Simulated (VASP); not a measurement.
# Mg2Si3N (P-6m2) in VASP: a series of runs

Mg2Si3N is run at these levels: PBE; tasks: relaxation of cell and atoms, single point.

All numbers are computed with VASP 6.6.1; they aren't measurements. Logs are shortened: lines on timing, memory, paths and dates and some standing lists are left out, and cuts for length are marked.

## Step 1: The cell of the first run

The structure is hexagonal, space group P-6m2 (No. 187). The conventional cell has a = 3.713 Å, b = 3.713 Å, c = 7.329 Å, α = 90.00°, β = 90.00°, γ = 120.00°. Within 3.7 Å of Mg (site symmetry 3m) lie 9 Si at 2.81 to 2.83 Å and 3 N at 2.83 Å and 2 Mg at 3.64 to 3.69 Å. Si (site symmetry -6m2) has 3 Si at 2.14 Å within 2.8 Å. Within 2.8 Å of Si (site symmetry -6m2) lie 3 N at 2.14 Å. Si (site symmetry -6m2) has 3 Si at 2.14 Å within 2.8 Å. N (site symmetry -6m2) has 3 Si at 2.14 Å within 2.8 Å.

## Step 2: Relaxation of cell and atoms, PBE

Contents of INCAR:

```
  PREC = Accurate
  ENCUT = 600
  EDIFF = 1E-6
  ISMEAR = 0
  SIGMA = 0.1
  LREAL = F
  LASPH = T
  NELM = 60
  ALGO = Normal
  ISIF = 3
  LWAVE = F
  LCHARG = F
  GGA = PE
  IBRION = 2
  NSW = 90
  EDIFFG = -0.04
```

Contents of KPOINTS:

```
Automatic mesh
0
Gamma
  6 6 4
```

Contents of POSCAR:

```
Mg2Si3N
1.0
    3.7127786100      0.0000000000      0.0000000000
   -1.8563893100      3.2153606000      0.0000000000
    0.0000000000      0.0000000000      7.3291148600
Mg Si N
2 3 1
Direct
    0.3333333300      0.6666666700      0.7520078400
    0.3333333300      0.6666666700      0.2479921600
    0.6666666700      0.3333333300      0.0000000000
    0.0000000000      0.0000000000      0.5000000000
    0.0000000000      0.0000000000      0.0000000000
    0.6666666700      0.3333333300      0.5000000000
```

Potentials or basis: VASP PAW PBE potentials, release 64 (Mg, Si, N).

Launch:

```
cat potpaw_PBE.64/Mg/POTCAR potpaw_PBE.64/Si/POTCAR potpaw_PBE.64/N/POTCAR > POTCAR
mpirun -np 1 vasp_std > vasp.out
```

OUTCAR:

```text
PREC = Accurate
   ENCUT = 600
   EDIFF = 1E-6
   ISMEAR = 0
   LREAL = F
   LASPH = T
   NELM = 60
   ISIF = 3
   GGA = PE
   IBRION = 2
   NSW = 90
   EDIFFG = -0.04

 ion  position               nearest neighbor table
   1  0.333  0.667  0.752-   3 2.81   5 2.81   3 2.81   5 2.81   5 2.81   3 2.81   4 2.83   4 2.83
                             4 2.83   2 3.64
   2  0.333  0.667  0.248-   3 2.81   5 2.81   3 2.81   5 2.81   5 2.81   3 2.81   4 2.83   4 2.83
                             4 2.83   1 3.64
   3  0.667  0.333  0.000-   5 2.14   5 2.14   5 2.14   2 2.81   1 2.81   2 2.81   1 2.81   1 2.81
                             2 2.81
   4  0.000  0.000  0.500-   6 2.14   6 2.14   6 2.14   1 2.83   2 2.83   1 2.83   2 2.83   1 2.83
                             2 2.83
   5  0.000  0.000  0.000-   3 2.14   3 2.14   3 2.14   1 2.81   2 2.81   1 2.81   2 2.81   1 2.81
                             2 2.81
   6  0.667  0.333  0.500-   4 2.14   4 2.14   4 2.14

  LATTYP: Found a hexagonal cell.
 ALAT       =     3.7127786100
 C/A-ratio  =     1.9740242093

  Lattice vectors:

 A1 = (   3.7127786100,   0.0000000000,   0.0000000000)
 A2 = (  -1.8563893100,   3.2153606000,   0.0000000000)
 A3 = (   0.0000000000,   0.0000000000,   7.3291148600)

Analysis of symmetry for initial positions (statically):
=====================================================================
 Subroutine PRICEL returns:
 Original cell was already a primitive cell.

 Routine SETGRP: Setting up the symmetry group for a
 hexagonal supercell.

 Subroutine GETGRP returns: Found 12 space group operations
 (whereof 12 operations were pure point group operations)
 out of a pool of 24 trial point group operations.

The static configuration has the point symmetry D_3h.

Analysis of symmetry for dynamics (positions and initial velocities):
=====================================================================
 Subroutine PRICEL returns:
 Original cell was already a primitive cell.

 Routine SETGRP: Setting up the symmetry group for a
 hexagonal supercell.

 Subroutine GETGRP returns: Found 12 space group operations
 (whereof 12 operations were pure point group operations)
 out of a pool of 24 trial point group operations.

The dynamic configuration has the point symmetry D_3h.

 Subroutine INISYM returns: Found 12 space group operations
 (whereof 12 operations are pure point group operations),
 and found     1 'primitive' translations

----------------------------------------------------------------------------------------

                                     Primitive cell

  volume of cell :      87.4944

  direct lattice vectors                    reciprocal lattice vectors
     3.712778610  0.000000000  0.000000000     0.269340056  0.155503554  0.000000000
    -1.856389310  3.215360600  0.000000000     0.000000000  0.311007108  0.000000000
     0.000000000  0.000000000  7.329114860     0.000000000  0.000000000  0.136442124

  length of vectors
     3.712778610  3.712778617  7.329114860     0.311007108  0.311007108  0.136442124

[... 87 lines left out ...]
   NSW    =     90    number of steps for IOM
   IBRION =      2    ionic relax: 0-MD 1-quasi-New 2-CG
   NFREE  =      1    steps in history (QN), initial steepest desc. (CG)
   ISIF   =      3    stress and relaxation
   ISYM   =      2    0-nonsym 1-usesym 2-fastsym
   POTIM  = 0.5000    time-step for ionic-motion
   TEBEG  =    0.0;   TEEND  =   0.0 temperature during run
   PSTRESS=    0.0 pullay stress
   NELECT =      21.0000    total number of electrons
   NUPDOWN=      -1.0000    fix difference up-down
   EMIN   =  10.00;   EMAX   =-10.00  energy-range for DOS
   EFERMI =   0.00;   METHOD = LEGACY
   ISMEAR =     0;   SIGMA  =   0.10  broadening in eV -4-tet -1-fermi 0-gaus
   EFERMI_NEDOS =   21; number of points for ismear=-14 and -15
   IALGO  =     38    algorithm
   IMIX   =      4    mixing-type and parameters
     AMIX     =   0.40;   BMIX     =  1.00
     AMIX_MAG =   1.60;   BMIX_MAG =  1.00
  volume/ion in A,a.u.               =      14.58        98.41
  Fermi-wavevector in a.u.,A,eV,Ry     =   1.017391  1.922590 14.083176  1.035084
  Thomas-Fermi vector in A             =   2.150789
   LORBIT       =      0    0 simple, 1 ext, 2 COOP (PROOUT), +10 PAW based schemes
   GGA     = PE    functional components
   LHFCALC =     F    Hartree Fock is set to
   AEXX    =    0.0000 exact exchange contribution
   IVDW    =     0    specifies the selected vdW correction
   LEPSILON=     F    determine dielectric tensor
   LRPA    =     F    only Hartree local field effects (RPA)
 conjugate gradient relaxation of ions
 non-spin polarized calculation
 Gauss-broadening in eV      SIGMA  =   0.10
  energy-cutoff  :      600.00
  volume of cell :       87.49
 maximum number of plane-waves:      2963
 NGX is ok and might be reduce to    30
   NGX = 15   NGY = 15   NGZ = 29

--------------------------------------- Ionic step        1  -------------------------------------------

 number of electron      20.9999999 magnetization

 Free energy of the ion-electron system (eV)
  ---------------------------------------------------
  ext. energy  EPLUGINS =         0.00000000
  ---------------------------------------------------
  free energy    TOTEN  =       -24.46450403 eV

  energy without entropy =      -24.45299706  energy(sigma->0) =      -24.45875054

 E-fermi :   7.2146     XC(G=0): -10.3254

 val. band max:        7.1407830343   @ k =   0.1667   0.1667   0.5000
 cond. band min:       7.2302092938   @ k =   0.3333   0.1667   0.2500
 fundamental gap:      0.0894262595
 Fermi energy:         7.2145882845

 k-point     1 :       0.0000    0.0000    0.0000
  band No.  band energies     occupation
      1      -8.4131      2.00000
      2      -6.2708      2.00000
      3      -0.2954      2.00000
      4       2.2927      2.00000
      5       3.2494      2.00000
      6       3.2494      2.00000
      7       3.6985      2.00000
      8       4.4846      2.00000
      9       4.4846      2.00000
     10       7.7364      0.00000
     11       7.7364      0.00000
     12       8.1935      0.00000
     13       8.8959      0.00000
     14       9.0625      0.00000
[... 617 lines left out ...]
--------------------------------------- Ionic step        8  -------------------------------------------

 number of electron      20.9999998 magnetization

 Free energy of the ion-electron system (eV)
  ---------------------------------------------------
  ext. energy  EPLUGINS =         0.00000000
  ---------------------------------------------------
  free energy    TOTEN  =       -24.92549492 eV

  energy without entropy =      -24.91700503  energy(sigma->0) =      -24.92124998

 E-fermi :   6.2623     XC(G=0):  -9.8656

 val. band max:        6.1759596944   @ k =   0.3333   0.3333   0.5000
 cond. band min:       6.2783742278   @ k =   0.1667   0.0000   0.0000
 fundamental gap:      0.1024145335
 Fermi energy:         6.2622633865

 k-point     1 :       0.0000    0.0000    0.0000
  band No.  band energies     occupation
      1      -9.1185      2.00000
      2      -6.5629      2.00000
      3      -0.7313      2.00000
      4       0.8637      2.00000
      5       2.3320      2.00000
      6       2.3320      2.00000
      7       2.6193      2.00000
      8       3.6675      2.00000
      9       3.6675      2.00000
     10       6.5645      0.00002
     11       7.2008      0.00000
     12       7.2008      0.00000
     13       7.3357      0.00000
     14       7.7009      0.00000
[... 371 lines left out ...]
  FREE ENERGIE OF THE ION-ELECTRON SYSTEM (eV)
  ---------------------------------------------------
  free  energy   TOTEN  =       -24.9254949198 eV

  energy  without entropy=      -24.9170050334  energy(sigma->0) =      -24.92124998

 reached required accuracy - stopping structural energy minimisation
```

OSZICAR:

```text
N       E                     dE             d eps       ncg     rms          rms(c)
DAV:   1     0.728889177334E+02    0.72889E+02   -0.91731E+03   588   0.136E+03
DAV:   2    -0.189565575845E+02   -0.91845E+02   -0.89560E+02   792   0.203E+02
DAV:   3    -0.262091801633E+02   -0.72526E+01   -0.71725E+01   822   0.583E+01
DAV:   4    -0.263366430681E+02   -0.12746E+00   -0.12669E+00   660   0.898E+00
[... 73 lines left out ...]
       N       E                     dE             d eps       ncg     rms          rms(c)
DAV:   1    -0.249255487210E+02   -0.60882E-04   -0.34179E-03   612   0.416E-01    0.309E-02
DAV:   2    -0.249255070494E+02    0.41672E-04   -0.14035E-04   804   0.772E-02    0.151E-02
DAV:   3    -0.249254954595E+02    0.11590E-04   -0.43677E-05   708   0.333E-02    0.439E-03
DAV:   4    -0.249254949198E+02    0.53968E-06   -0.28020E-06   636   0.104E-02
   8 F= -.24925495E+02 E0= -.24921250E+02  d E =-.123594E+00
```

Wall time 2.9 min (1 thread of Intel Xeon Platinum 8488C (Sapphire Rapids), shared host); peak memory 0.25 GiB.

What came out:

- Free energy: -24.9255 eV
- Relaxed volume: 16.38 Å³/atom
- Relaxed cell: a = 3.814 Å, b = 3.814 Å, c = 7.802 Å, α = 90.00°, β = 90.00°, γ = 120.00°
- Space group after relaxing (to 0.05 Å): P-6m2 (No. 187)
- Energy gained by relaxing: 76.8 meV/atom
- Ionic steps: 8
- Pressure after relaxing: 0.3 GPa
- Largest force after relaxing: 0.022 eV/Å

Forces on the atoms (eV/Å):
```
Mg   0.000  0.000  0.022
Mg   0.000  0.000 -0.022
Si   0.000  0.000  0.000
Si   0.000  0.000  0.000
Si   0.000  0.000  0.000
N    0.000  0.000  0.000
```

The path:
```csv
step,energy change (eV),largest force (eV/Å),pressure (GPa),volume (Å³)
1,0.0000,0.8602,10.84,87.49
2,-0.3019,0.5583,-3.17,100.58
3,-0.3374,0.6216,-0.33,97.04
4,-0.3774,0.4496,-0.22,97.29
5,-0.4373,0.2659,-0.10,97.83
6,-0.4178,0.4190,1.32,98.81
7,-0.4610,0.0056,0.32,98.24
8,-0.4610,0.0218,0.35,98.26
```

Final structure:
```xyz
6
Lattice="3.8135 0.0000 0.0000 -1.9068 3.3026 0.0000 0.0000 0.0000 7.8019" Properties=species:S:1:pos:R:3 pbc="T T T"
Mg    0.0000    2.2017    5.6750
Mg    0.0000    2.2017    2.1269
Si    1.9068    1.1009    0.0000
Si    0.0000    0.0000    3.9010
Si    3.8135    0.0000    0.0000
N     1.9068    1.1009    3.9010
```

Levels at points of the mesh, in eV from the Fermi level:
| k point | band 8 | band 9 | band 10 | band 11 | band 12 | band 13 |
| --- | --- | --- | --- | --- | --- | --- |
| (0.00, 0.00, 0.00) | -2.59 | -2.59 | 0.30 | 0.94 | 0.94 | 1.07 |
| (0.50, 0.00, 0.00) | -3.26 | -2.70 | -1.84 | -1.07 | 0.37 | 1.43 |
| (0.00, 0.00, 0.50) | -2.61 | -2.61 | 0.37 | 1.02 | 1.02 | 1.18 |
| (0.50, 0.00, 0.50) | -3.59 | -2.39 | -1.87 | -1.66 | -1.20 | 2.33 |

(Part 1 of 2 ends here.)
